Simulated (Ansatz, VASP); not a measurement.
One calculation of Si, two programs

```
Si
1.0
     5.43094    0.00000    0.00000
     0.00000   -5.43094    0.00000
     0.00000    0.00000   -5.43094
Si
8
Direct
  0.50000 0.00000 0.04972
  0.00000 0.50000 0.00000
  0.00000 0.00000 0.50000
  0.50000 0.50000 0.50000
  0.75000 0.75000 0.75000
  0.25000 0.25000 0.75000
  0.25000 0.75000 0.25000
  0.75000 0.25000 0.25000
```

Alike in both runs: task single point; functional r2SCAN; k mesh 6 × 6 × 6; occupations gaussian, width 0.05 eV; no spin polarisation.

```csv
,VASP,Ansatz
version,VASP 6.6.1,Ansatz 0.2.0
potentials or method,"VASP PAW PBE potentials, release 64 (Si), cutoff 520 eV","scalar-relativistic, plane waves, PAW"
valence electrons in the cell,32,32
```

Ansatz gave:

| Property | Result |
| --- | --- |
| gap on the k mesh at the Fermi level (eV) | 0.31 |
| least direct gap on the mesh (eV) | 0.31 |
| pressure (GPa) | 1.5 |
| traceless stress, the component that is largest in VASP (GPa) | -2.80 |
| rms of the force components (eV/Å) | 0.943 |

Problem. Which values does VASP return?

Solution. gap on the k mesh at the Fermi level (eV): 0.31; least direct gap on the mesh (eV): 0.31; pressure (GPa): 1.2; traceless stress, the component that is largest in VASP (GPa): -2.76; rms of the force components (eV/Å): 0.940.

VASP's potentials were made for PBE, not for r2SCAN. Atom by atom the forces differ by 0.003 eV/Å (rms over components).
